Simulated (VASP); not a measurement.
# Ta2AlN3 (P6/mmm) in VASP: a series of runs, part 2 of 2

VASP 6.6.1. The steps go on from the part before.

**4. Relaxation of cell and atoms, PBE**

This run uses another cell than the first one, of 13.33 Å³/atom, 1.092 times its volume.

INCAR reads:

```
SYSTEM = Ta2AlN3
  ALGO = Normal
  EDIFF = 1E-6
  EDIFFG = -0.04
  ENCUT = 600
  GGA = PE
  IBRION = 2
  ISIF = 3
  ISMEAR = 0
  LASPH = .TRUE.
  LCHARG = .FALSE.
  LREAL = .FALSE.
  LWAVE = .FALSE.
  NELM = 100
  NSW = 90
  PREC = Accurate
  SIGMA = 0.1
```

KPOINTS reads:

```
k-points
0
G
  6 6 6
  0 0 0
```

POSCAR reads:

```
Ta2AlN3
1.0
    5.4834595500      0.0000000000      0.0000000000
   -2.7417297700      4.7488152700      0.0000000000
    0.0000000000      0.0000000000      3.0718359700
Ta Al N
2 1 3
Direct
    0.3333333300      0.6666666700      0.5000000000
    0.6666666700      0.3333333300      0.5000000000
    0.0000000000      0.0000000000      0.0000000000
    0.5000000000      0.0000000000      0.0000000000
    0.5000000000      0.5000000000      0.0000000000
    0.0000000000      0.5000000000      0.0000000000
```

Potentials or basis: VASP PAW PBE potentials, release 64 (Ta_pv, Al, N).

Run with:

```console
$ cat potpaw_PBE.64/Ta_pv/POTCAR potpaw_PBE.64/Al/POTCAR potpaw_PBE.64/N/POTCAR > POTCAR
$ mpirun -np 1 vasp_std > vasp.out
```

OUTCAR:

```text
SYSTEM = Ta2AlN3
   EDIFF = 1E-6
   EDIFFG = -0.04
   ENCUT = 600
   GGA = PE
   IBRION = 2
   ISIF = 3
   ISMEAR = 0
   LASPH = .TRUE.
   LREAL = .FALSE.
   NELM = 100
   NSW = 90
   PREC = Accurate

 ion  position               nearest neighbor table
   1  0.333  0.667  0.500-   4 2.21   4 2.21   6 2.21   6 2.21   5 2.21   5 2.21   2 3.17   2 3.17
                             2 3.17
   2  0.667  0.333  0.500-   4 2.21   4 2.21   6 2.21   6 2.21   5 2.21   5 2.21   1 3.17   1 3.17
                             1 3.17
   3  0.000  0.000  0.000-
   4  0.500  0.000  0.000-   1 2.21   2 2.21   1 2.21   2 2.21
   5  0.500  0.500  0.000-   1 2.21   2 2.21   1 2.21   2 2.21
   6  0.000  0.500  0.000-   1 2.21   2 2.21   1 2.21   2 2.21

  LATTYP: Found a hexagonal cell.
 ALAT       =     5.4834595500
 C/A-ratio  =     0.5602003520

  Lattice vectors:
[... 428 lines left out ...]

 number of electron      40.0000002 magnetization

 Free energy of the ion-electron system (eV)
  ---------------------------------------------------
  ext. energy  EPLUGINS =         0.00000000
  ---------------------------------------------------
  free energy    TOTEN  =       -56.24128905 eV

  energy without entropy =      -56.23424584  energy(sigma->0) =      -56.23776745

 E-fermi :   7.7625     XC(G=0): -11.8646

 val. band max:        7.7422207441   @ k =   0.1667   0.0000   0.5000
 cond. band min:       7.7702322367   @ k =   0.1667   0.1667   0.5000
 fundamental gap:      0.0280114926
 Fermi energy:         7.7625208419

 k-point     1 :       0.0000    0.0000    0.0000
  band No.  band energies     occupation
      1     -28.8614      2.00000
      2     -28.8614      2.00000
      3     -28.5641      2.00000
      4     -28.5641      2.00000
      5     -28.1665      2.00000
      6     -28.0910      2.00000
[... 637 lines left out ...]
     23       9.3165      0.00000
     24       9.5478      0.00000

 [... further k-points ...]
[... 5 lines left out ...]
  --------------------------------------------------------------------------------------
  -------------------------------------------------------------------------------------
  Total       -0.0016539     -0.0016539      0.0332459     -0.0000000     -0.0000000      0.0000000
  in kB       -0.0361000     -0.0361000      0.7256534     -0.0000000     -0.0000000      0.0000000
  external PRESSURE =       0.2178178 kB  Pullay stress =       0.0000000 kB
[... 21 lines left out ...]
  FREE ENERGIE OF THE ION-ELECTRON SYSTEM (eV)
  ---------------------------------------------------
  free  energy   TOTEN  =       -56.2412890543 eV

  energy  without entropy=      -56.2342458428  energy(sigma->0) =      -56.23776745

 reached required accuracy - stopping structural energy minimisation
```

CONTCAR:

```text
Ta2AlN3
   1.00000000000000
     5.4571736531652535   -0.0000000000306439   -0.0000000000000000
    -2.7285868216331339    4.7260510156094186    0.0000000000000000
    -0.0000000000000000    0.0000000000000000    2.8461245680644724
  Ta              Al              N
     2     1     3
Direct
     0.3333333300000021    0.6666666699999979    0.5000000000000000
     0.6666666699999979    0.3333333300000021    0.5000000000000000
     0.0000000000000000    0.0000000000000000    0.0000000000000000
     0.5000000000000000    0.0000000000000000    0.0000000000000000
     0.5000000000000000    0.5000000000000000    0.0000000000000000
     0.0000000000000000    0.5000000000000000    0.0000000000000000

  0.00000000E+00  0.00000000E+00  0.00000000E+00
  0.00000000E+00  0.00000000E+00  0.00000000E+00
  0.00000000E+00  0.00000000E+00  0.00000000E+00
  0.00000000E+00  0.00000000E+00  0.00000000E+00
  0.00000000E+00  0.00000000E+00  0.00000000E+00
  0.00000000E+00  0.00000000E+00  0.00000000E+00
```

Run time: 2.8 min. Hardware: 1 thread of Intel Xeon 6975P-C (Granite Rapids), shared host; peak memory 0.28 GiB.

What came out:

| Quantity | Value |
| --- | --- |
| Free energy | -56.2413 eV |
| Relaxed volume | 12.23 Å³/atom |
| Relaxed cell | a = 5.457 Å, b = 5.457 Å, c = 2.846 Å, α = 90.00°, β = 90.00°, γ = 120.00° |
| Space group after relaxing (to 0.05 Å) | P6/mmm (No. 191) |
| Energy gained by relaxing | 148.1 meV/atom |
| Ionic steps | 7 |
| Pressure after relaxing | 0.0 GPa |
| Band gap on the k mesh | zero (band 20 reaches 8.23 eV, above the bottom of band 21 at 6.16 eV) |

Stress tensor (GPa, compression positive):
```
0.00 0.00 0.00
0.00 0.00 0.00
0.00 0.00 0.07
```

The path:
```csv
step,energy change (eV),largest force (eV/Å),pressure (GPa),volume (Å³)
1,0.0000,0.0000,-20.96,79.99
2,2.3165,0.0000,79.22,61.01
3,-0.8574,0.0000,-0.64,73.05
4,-0.8658,0.0000,1.50,72.51
5,-0.8663,0.0000,2.09,72.36
6,-0.8880,0.0000,-0.29,73.57
7,-0.8886,0.0000,0.02,73.40
```

Final structure:
```
CELL_PARAMETERS angstrom
5.45717 0.00000 0.00000
-2.72859 4.72605 0.00000
0.00000 0.00000 2.84612
ATOMIC_POSITIONS crystal
Ta 0.33333 0.66667 0.50000
Ta 0.66667 0.33333 0.50000
Al 0.00000 0.00000 0.00000
N 0.50000 0.00000 0.00000
N 0.50000 0.50000 0.00000
N 0.00000 0.50000 0.00000
```

Caveat: spin-orbit coupling is left out, which moves the levels of the heavy elements.

**5. Single point, PBE**

INCAR reads:

```
PREC     = Accurate       # precision mode
ENCUT    = 520            # plane-wave cutoff, eV
EDIFF    = 1E-6           # SCF threshold, eV
ISMEAR   = 0              # smearing method
SIGMA    = 0.1            # smearing width, eV
LREAL    = F              # projectors in reciprocal space
LASPH    = T              # aspherical terms in the spheres
NELM     = 60             # most SCF steps
ALGO     = Normal         # electronic algorithm
ISIF     = 2              # what is computed and relaxed
LWAVE    = F              # write WAVECAR
LCHARG   = F              # write CHGCAR
GGA      = PE             # functional
NBANDS   = 29             # bands
```

KPOINTS reads:

```
Automatic mesh
0
Gamma
  12 12 14
```

POSCAR reads:

```
Ta2AlN3
1.0
    5.4603336497      0.0000000000      0.0000000000
   -2.7301668249      4.7287876538      0.0000000000
    0.0000000000      0.0000000000      2.8390072301
Ta Al N
2 1 3
Direct
    0.3333333333      0.6666666667      0.5000000000
    0.6666666667      0.3333333333      0.5000000000
    0.0000000000      0.0000000000      0.0000000000
    0.5000000000      0.0000000000      0.0000000000
    0.5000000000      0.5000000000      0.0000000000
    0.0000000000      0.5000000000      0.0000000000
```

Run with:

```console
$ cat potpaw_PBE.64/Ta_pv/POTCAR potpaw_PBE.64/Al/POTCAR potpaw_PBE.64/N/POTCAR > POTCAR
$ mpirun -np 1 vasp_std > vasp.out
```

It took 2.1 min on 1 thread of Intel Xeon 6975P-C (Granite Rapids), shared host; peak memory 0.4 GiB.

The run converged. Its results:

* Free energy: -56.2219 eV
* Pressure: 0.6 GPa
* Band gap on the k mesh: zero (band 20 reaches 8.33 eV, above the bottom of band 21 at 6.17 eV)

Stress tensor (GPa, compression positive):
```
0.46 0.00 0.00
0.00 0.46 0.00
0.00 0.00 0.77
```

Levels at points of the mesh, in eV from the Fermi level:
| k point | band 17 | band 18 | band 19 | band 20 | band 21 | band 22 | band 23 | band 24 |
| --- | --- | --- | --- | --- | --- | --- | --- | --- |
| (0.00, 0.00, 0.00) | -3.47 | -3.11 | -2.73 | -2.42 | 0.00 | 0.00 | 1.50 | 1.50 |
| (0.50, 0.00, 0.00) | -3.94 | -3.42 | -2.98 | -2.36 | 0.07 | 0.43 | 1.70 | 2.38 |
| (0.00, 0.00, 0.50) | -3.50 | -1.72 | -1.53 | -1.53 | -1.42 | -1.26 | 2.96 | 2.96 |
| (0.50, 0.00, 0.50) | -4.43 | -3.56 | -2.43 | -0.08 | 0.73 | 0.92 | 1.41 | 2.35 |

Caveat: spin-orbit coupling is left out, which moves the levels of the heavy elements.

**6. Single point, PBE**

INCAR reads:

```
SYSTEM = Ta2AlN3
  ALGO = Normal
  EDIFF = 1E-6
  ENCUT = 520
  GGA = PE
  ISIF = 2
  ISMEAR = 0
  LASPH = .TRUE.
  LCHARG = .TRUE.
  LELF = .TRUE.
  LREAL = .FALSE.
  LVHAR = .TRUE.
  LWAVE = .FALSE.
  NBANDS = 29
  NELM = 60
  PREC = Accurate
  SIGMA = 0.1
```

KPOINTS reads:

```
k-points
0
G
  12 12 14
  0 0 0
```

POSCAR is that of step 5.

Potentials or basis: VASP PAW PBE potentials, release 64 (Ta_pv, Al, N).

Run with:

```console
$ cat potpaw_PBE.64/Ta_pv/POTCAR potpaw_PBE.64/Al/POTCAR potpaw_PBE.64/N/POTCAR > POTCAR
$ mpirun -np 1 vasp_std > vasp.out
```

It took 2.1 min on 1 thread of Intel Xeon 6975P-C (Granite Rapids), shared host; peak memory 0.4 GiB.

Results (log left out):

```yaml
Free_energy: -56.2219 eV
Pressure: 0.6 GPa
Band_gap_on_the_k_mesh: zero (band 20 reaches 8.33 eV, above the bottom of band 21 at 6.17 eV)
```

Stress tensor (GPa, compression positive):
```
0.46 0.00 0.00
0.00 0.46 0.00
0.00 0.00 0.77
```

Levels at points of the mesh, in eV from the Fermi level:
```tsv
k point	band 17	band 18	band 19	band 20	band 21	band 22	band 23	band 24
(0.00, 0.00, 0.00)	-3.47	-3.11	-2.73	-2.42	0.00	0.00	1.50	1.50
(0.50, 0.00, 0.00)	-3.94	-3.42	-2.98	-2.36	0.07	0.43	1.70	2.38
(0.00, 0.00, 0.50)	-3.50	-1.72	-1.53	-1.53	-1.42	-1.26	2.96	2.96
(0.50, 0.00, 0.50)	-4.43	-3.56	-2.43	-0.08	0.73	0.92	1.41	2.35
```

Caveat: spin-orbit coupling is left out, which moves the levels of the heavy elements.

**7. Single point, PBE**

INCAR reads:

```
PREC = Accurate
ENCUT = 520
EDIFF = 1E-6
ISMEAR = 1
SIGMA = 0.1
LREAL = False
LASPH = True
NELM = 100
ALGO = Normal
ISIF = 2
LWAVE = False
LCHARG = False
GGA = PE
NBANDS = 29
```

KPOINTS reads:

```
Automatic mesh
0
Gamma
  12 12 14
```

POSCAR is that of step 6.

Run with:

```console
$ cat potpaw_PBE.64/Ta_pv/POTCAR potpaw_PBE.64/Al/POTCAR potpaw_PBE.64/N/POTCAR > POTCAR
$ mpirun -np 1 vasp_std > vasp.out
```

It took 1.8 min on 1 thread of Intel Xeon 6975P-C (Granite Rapids), shared host; peak memory 0.4 GiB.

Results (log left out):

| Quantity | Value |
| --- | --- |
| Free energy | -56.2167 eV |
| Pressure | 0.5 GPa |
| Band gap on the k mesh | zero (band 20 reaches 8.33 eV, above the bottom of band 21 at 6.17 eV) |

Stress tensor (GPa, compression positive):
```
0.42 0.00 0.00
0.00 0.42 0.00
0.00 0.00 0.75
```

Levels at points of the mesh, in eV from the Fermi level:
```tsv
k point	band 17	band 18	band 19	band 20	band 21	band 22	band 23	band 24
(0.00, 0.00, 0.00)	-3.47	-3.11	-2.73	-2.42	0.00	0.00	1.51	1.51
(0.50, 0.00, 0.00)	-3.94	-3.42	-2.98	-2.36	0.07	0.43	1.70	2.38
(0.00, 0.00, 0.50)	-3.50	-1.72	-1.53	-1.53	-1.42	-1.26	2.96	2.96
(0.50, 0.00, 0.50)	-4.43	-3.56	-2.43	-0.08	0.73	0.92	1.41	2.35
```

Caveat: spin-orbit coupling is left out, which moves the levels of the heavy elements.

**8. Summary**

```csv
task,cell,k mesh,cutoff (eV),smearing,gap on the mesh (eV),pressure (GPa)
single point,"a = 5.452, b = 5.452, c = 2.845 Å, angles 90.0, 90.0, 120.0°, 6 atoms",6 × 6 × 6,520,gaussian 0.1 eV,none,0.6
single point,"a = 5.483, b = 5.483, c = 3.072 Å, angles 90.0, 90.0, 120.0°, 6 atoms",6 × 6 × 6,520,gaussian 0.1 eV,none,-20.9
relaxation of cell and atoms,"relaxed from a = 5.483, b = 5.483, c = 3.072 Å, angles 90.0, 90.0, 120.0°, 6 atoms",6 × 6 × 6,600,gaussian 0.1 eV,none,0.0
single point,"a = 5.460, b = 5.460, c = 2.839 Å, angles 90.0, 90.0, 120.0°, 6 atoms",12 × 12 × 14,520,gaussian 0.1 eV,none,0.6
single point,"a = 5.460, b = 5.460, c = 2.839 Å, angles 90.0, 90.0, 120.0°, 6 atoms",12 × 12 × 14,520,methfessel-paxton 0.1 eV,none,0.5
```

Alike in all rows: level PBE; potentials or basis VASP PAW PBE potentials, release 64 (Ta_pv, Al, N); no spin polarisation.

Caveats: some runs use coarse meshes; spin-orbit coupling is left out, which moves the levels of the heavy elements.

Total energies depend on the potentials used, so only differences within one code and one set of settings carry meaning.
